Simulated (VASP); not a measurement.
A run of VASP 6.6.1 is set up as follows.

File INCAR:

```
ALGO     = Normal         # electronic algorithm
EDIFF    = 1E-6           # SCF threshold, eV
ENCUT    = 520            # plane-wave cutoff, eV
GGA      = PE             # functional
ISIF     = 2              # what is computed and relaxed
ISMEAR   = 0              # smearing method
LASPH    = T              # aspherical terms in the spheres
LCHARG   = T              # write CHGCAR
LELF     = T              # ELF
LREAL    = F              # projectors in reciprocal space
LVHAR    = T            
LWAVE    = F              # write WAVECAR
NBANDS   = 12             # bands
NELM     = 80             # most SCF steps
PREC     = Accurate       # precision mode
SIGMA    = 0.1            # smearing width, eV
```

The input KPOINTS:

```
k-points
0
Gamma
  6 6 6
```

POSCAR

```
Li
1.0
    1.5504989657      0.8951809952      7.5883000000
   -1.5504989657      0.8951809952      7.5883000000
    0.0000000000     -1.7903619905      7.5883000000
Li
3
Direct
    0.0000000000      0.0000000000      0.0000000000
    0.2220000000      0.2220000000      0.2220000000
    0.7780000000      0.7780000000      0.7780000000
```

Potentials or basis: VASP PAW PBE potentials, release 64 (Li_sv).

Command:

```console
$ cat potpaw_PBE.64/Li_sv/POTCAR > POTCAR
$ mpirun -np 1 vasp_std > vasp.out
```

(1) What does it give for the largest force?

Results:

(1) 0.006 eV/Å.

Caveat: the k points lie up to 0.39 Å⁻¹ apart.
